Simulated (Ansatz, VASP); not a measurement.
# One calculation of BiTe, two programs

```
CELL_PARAMETERS angstrom
0.00000 3.20058 3.20058
3.20058 0.00000 3.20058
3.20058 3.20058 0.00000
ATOMIC_POSITIONS crystal
Bi 0.00000 0.00000 0.00000
Te 0.50000 0.50000 0.50000
```

Alike in both runs: functional PBEsol; k mesh 12 × 12 × 12; occupations fermi-dirac, width 0.15 eV; no spin polarisation.

Ansatz relaxed the structure, and its values are those at the end. VASP's run is a single point on that final structure, the one shown.

|  | VASP | Ansatz |
| --- | --- | --- |
| version | VASP 6.6.1 | Ansatz 0.2.0 |
| potentials or method | VASP PAW PBE potentials, release 64 (Bi_d, Te), cutoff 520 eV | scalar-relativistic, plane waves, PAW |
| valence electrons in the cell | 21 | 31 |

```csv
,VASP,Ansatz,Ansatz less VASP
gap on the k mesh at the Fermi level (eV),none,none,-
pressure (GPa),0.0,0.0,+0.01
```

VASP's potentials were made for PBE, not for PBEsol. A gap of «none» marks a metal or a gap that the smearing closes. VASP's potentials hold 21 valence electrons a cell and Ansatz's 31, so a difference there can come from the potentials and not from the codes.

Spin-orbit coupling is off throughout.
